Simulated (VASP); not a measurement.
Here is a VASP 6.6.1 calculation.

File INCAR:

```
SYSTEM = YRh
PREC = Accurate
ENCUT = 600
EDIFF = 1E-6
ISMEAR = -1
SIGMA = 0.1
LREAL = .False.
LASPH = .True.
NELM = 100
ALGO = Normal
ISIF = 3
LWAVE = .False.
LCHARG = .False.
IBRION = 2
NSW = 80
EDIFFG = -0.02
```

The input KPOINTS:

```
regular mesh
0
Gamma
  8 8 8
  0 0 0
```

File POSCAR:

```
YRh
1.0
    3.4070000000      0.0000000000      0.0000000000
    0.0000000000      3.4070000000      0.0000000000
    0.0000000000      0.0000000000      3.4070000000
Y Rh
1 1
Direct
    0.5000000000      0.5000000000      0.5000000000
    0.0000000000      0.0000000000      0.0000000000
```

Potentials or basis: VASP PAW LDA potentials, release 64 (Y_sv, Rh_pv).

Command:

```bash
$ cat potpaw_LDA.64/Y_sv/POTCAR potpaw_LDA.64/Rh_pv/POTCAR > POTCAR
$ mpirun -np 1 vasp_std > vasp.out
```

Q: Estimate the relaxed cell.

A: a = 3.354 Å, b = 3.354 Å, c = 3.354 Å, α = 90.00°, β = 90.00°, γ = 90.00°.

Q: Estimate the relaxed volume.

A: 18.87 Å³/atom.

Q: What does it give for the band gap on the k mesh?

A: Zero (bands 13 and 14 overlap by 0.92 eV).

Q: Predict the space group after relaxing (to 0.1 Å).

A: Pm-3m (No. 221).

The path:
| step | energy change (eV) | largest force (eV/Å) | pressure (GPa) | volume (Å³) |
| --- | --- | --- | --- | --- |
| 1 | 0.0000 | 0.0000 | -5.63 | 39.55 |
| 2 | 0.0151 | 0.0000 | 8.10 | 35.70 |
| 3 | -0.0334 | 0.0000 | -0.08 | 37.74 |

LDA usually gives volumes a few per cent too small. Zero-point motion and thermal expansion aren't in these numbers.
